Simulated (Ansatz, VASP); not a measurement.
One calculation of Hf, two programs

Contents of INCAR:

```
PREC = Accurate
ENCUT = 520
EDIFF = 1E-6
ISMEAR = 0
SIGMA = 0.15
LREAL = False
LASPH = True
NELM = 100
ALGO = Fast
ISIF = 2
LWAVE = False
LCHARG = True
GGA = PE
LELF = True
LVHAR = True
NBANDS = 17
```

KPOINTS

```
regular mesh
0
Gamma
  18 18 10
```

Contents of POSCAR:

```
Hf
1.0
    3.1966985242      0.0000000000      0.0000000000
   -1.5983492621      2.7684221302      0.0000000000
    0.0000000000      0.0000000000      4.2991300000
Hf
2
Direct
    0.3333333333      0.6666666667      0.2500000000
    0.6666666667      0.3333333333      0.7500000000
```

Input for Ansatz:

```yaml
crystal:
  lattice:
    - [3.1966985242, 0.0, 0.0]
    - [-1.5983492621, 2.7684221302, 0.0]
    - [0.0, 0.0, 4.29913]
  atoms:
    - { symbol: Hf, position: [0.3333333333, 0.6666666667, 0.25] }
    - { symbol: Hf, position: [0.6666666667, 0.3333333333, 0.75] }
basis:
  ecutwfc: 420
kpoints:
  mp_grid: { grid: [18, 18, 10] }
hamiltonian:
  xc: pbe
scf:
  occupations: { method: gaussian, width: 0.15 }
output:
  forces: true
  stress: true
  eigenvalues: true
```

Change from the starting cell: strain -0.1500 x Voigt [0, 0, 1, 0, 0, 0], atoms carried along.

Alike in both runs: task single point; functional PBE; k mesh 18 × 18 × 10; occupations gaussian, width 0.15 eV; no spin polarisation.

|  | VASP | Ansatz |
| --- | --- | --- |
| version | VASP 6.6.1 | Ansatz 0.2.0 |
| potentials or method | VASP PAW PBE potentials, release 64 (Hf_pv), cutoff 520 eV | scalar-relativistic, plane waves, PAW |
| valence electrons in the cell | 20 | 52 |

Ansatz gave:

- gap on the k mesh at the Fermi level (eV): none
- pressure (GPa): 25.9
- traceless stress, the component that is largest in VASP (GPa): 15.40

Task: What did VASP give for the same quantities?

Result: gap on the k mesh at the Fermi level (eV): none; pressure (GPa): 25.4; traceless stress, the component that is largest in VASP (GPa): 15.37.

A gap of «none» marks a metal or a gap that the smearing closes. VASP's potentials hold 20 valence electrons a cell and Ansatz's 52, so a difference there can come from the potentials and not from the codes.

Neither program's run includes spin-orbit coupling.
